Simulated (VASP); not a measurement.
Input of a VASP 6.6.1 run:

File INCAR:

```
PREC = Accurate
ENCUT = 500
EDIFF = 1E-6
ISMEAR = -1
SIGMA = 0.05
LREAL = False
LASPH = True
NELM = 120
ALGO = Normal
ISIF = 2
LWAVE = False
LCHARG = False
GGA = PE
NBANDS = 20
GGA_COMPAT = False
```

File KPOINTS:

```
Automatic mesh
0
Gamma
  10 10 10
```

POSCAR

```
SnTe2
1.0
    0.0000000000      3.6846591275      3.6846591275
    3.6846591275      0.0000000000      3.6846591275
    3.6846591275      3.6846591275      0.0000000000
Sn Te
1 2
Direct
    0.0000000000      0.0000000000      0.0000000000
    0.2500000000      0.2500000000      0.2500000000
    0.7500000000      0.7500000000      0.7500000000
```

Potentials or basis: VASP PAW PBE potentials, release 64 (Sn_d, Te).

The run is started by

```sh
$ cat potpaw_PBE.64/Sn_d/POTCAR potpaw_PBE.64/Te/POTCAR > POTCAR
$ mpirun -np 1 vasp_std > vasp.out
```

(1) Predict the pressure.

(2) Predict the band gap on the k mesh.

Results:

(1) 1.2 GPa.

(2) zero (bands 13 and 14 overlap by 2.10 eV).

Caveat: spin-orbit coupling is left out, which moves the levels of the heavy elements.
